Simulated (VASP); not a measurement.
Wanted: the native input for a VASP 6.6.1 run.

```
Task                   : single point
Functional             : PBE
Potentials or basis    : VASP PAW PBE potentials, release 64 (Cs_sv)
Cutoff                 : 520 eV
k mesh                 : 12 × 12 × 12
Occupations            : gaussian, width 0.1 eV
Spin                   : no spin polarisation
Dipole correction      : no
Further INCAR settings : ALGO = Fast; EDIFF = 1e-06; NBANDS = 16
```

The structure of Cs lies in POSCAR:

```
Cs
1.0
   -4.8400492764      4.8400492764      2.6097372909
    4.8400492764     -4.8400492764      2.6097372909
    4.8400492764      4.8400492764     -2.6097372909
Cs
2
Direct
    0.0000000000      0.0000000000      0.0000000000
    0.7500000000      0.2500000000      0.5000000000
```

The input as run:

INCAR

```
SYSTEM = Cs
ALGO = Fast
EDIFF = 1E-6
ENCUT = 520
GGA = PE
ISIF = 2
ISMEAR = 0
LASPH = .TRUE.
LCHARG = .FALSE.
LREAL = .FALSE.
LWAVE = .FALSE.
NBANDS = 16
NELM = 80
PREC = Accurate
SIGMA = 0.1
```

KPOINTS

```
k-points
0
G
  12 12 12
  0 0 0
```

Potentials or basis: VASP PAW PBE potentials, release 64 (Cs_sv).

Run with:

```bash
$ cat potpaw_PBE.64/Cs_sv/POTCAR > POTCAR
$ mpirun -np 1 vasp_std > vasp.out
```

Results of the run:

```yaml
Pressure: 0.0 GPa
Band_gap_on_the_k_mesh: zero (bands 9 and 10 overlap by 1.17 eV)
```

Caveat: spin-orbit coupling is left out, which moves the levels of the heavy elements.

Run time: 14 min on 1 thread of Intel(R) Xeon(R) Platinum 8259CL CPU @ 2.50GHz (Skylake/Cascade Lake), on a shared host, peak memory 0.74 GiB.
